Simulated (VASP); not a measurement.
The system is ZrAgO4.

```
Zr Ag O
1.0
     3.70608    0.00000    0.00000
     0.00000    3.70608    0.00000
     0.00000    0.00000    5.24119
Zr Ag O
1 1 4
Direct
  0.00000 0.00000 0.00000
  0.50000 0.50000 0.50000
  0.50000 0.00000 0.25000
  0.00000 0.50000 0.75000
  0.50000 0.00000 0.75000
  0.00000 0.50000 0.25000
```

Base run:

* Program: VASP 6.6.1
* Functional: PBE
* Potentials or basis: VASP PAW PBE potentials, release 64 (Zr_sv, Ag, O)
* Cutoff: 520 eV
* k mesh: 6 × 6 × 4
* Occupations: gaussian, width 0.1 eV
* Spin: no spin polarisation

Its results: pressure -7.6 GPa; largest force 1.021 eV/Å.

Problem. The run is repeated on the same cell with these changes: spin from no spin polarisation to collinear spin; further incar settings from ALGO = Fast; EDIFF = 1e-06; NBANDS = 32 to ALGO = Fast; EDIFF = 1e-06; NBANDS = 36. What comes out?

Solution. Pressure -7.4 GPa; net moment 0.69 μB per cell; site moments Zr -0.01; Ag +0.16; O +0.12 μB; largest force 1.042 eV/Å.

Caveats: the cell stands under tension; an odd number of electrons without spin polarisation forces a metal (at least some runs); a magnetic or distorted state may lie lower (at least some runs); a moment this small can come from the mesh or the smearing (at least some runs); forces of over 1 eV/Å act on the atoms, so gaps and moduli don't describe the material at rest (at least some runs).
